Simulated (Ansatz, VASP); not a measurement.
# Two plane-wave programs on Cd3Te2

```
Cd Te
1.0
     4.67648    0.00000    0.00000
    -2.33824    4.04995    0.00000
     0.00000    0.00000    9.98756
Cd Te
3 2
Direct
  0.33333 0.66667 0.60401
  0.66667 0.33333 0.39599
  0.00000 0.00000 0.00000
  0.66667 0.33333 0.70213
  0.33333 0.66667 0.29787
```

Alike in both runs: functional PBE; k mesh 12 × 12 × 4; occupations gaussian, width 0.02 eV; no spin polarisation.

Ansatz relaxed the structure, and its values are those at the end. VASP's run is a single point on that final structure, the one shown.

|  | VASP | Ansatz |
| --- | --- | --- |
| version | VASP 6.6.1 | Ansatz 0.2.0 |
| potentials or method | VASP PAW PBE potentials, release 64 (Cd, Te), cutoff 520 eV | scalar-relativistic, plane waves, PAW |
| valence electrons in the cell | 48 | 92 |

```csv
,VASP,Ansatz,Ansatz less VASP
gap on the k mesh at the Fermi level (eV),0.22,0.23,+0.016
least direct gap on the mesh (eV),0.50,0.52,+0.021
pressure (GPa),0.1,0.0,-0.10
rms of the force components (eV/Å),0.008,0.002,-0.0066
```

VASP's potentials hold 48 valence electrons a cell and Ansatz's 92, so a difference there can come from the potentials and not from the codes.

Neither program's run includes spin-orbit coupling.
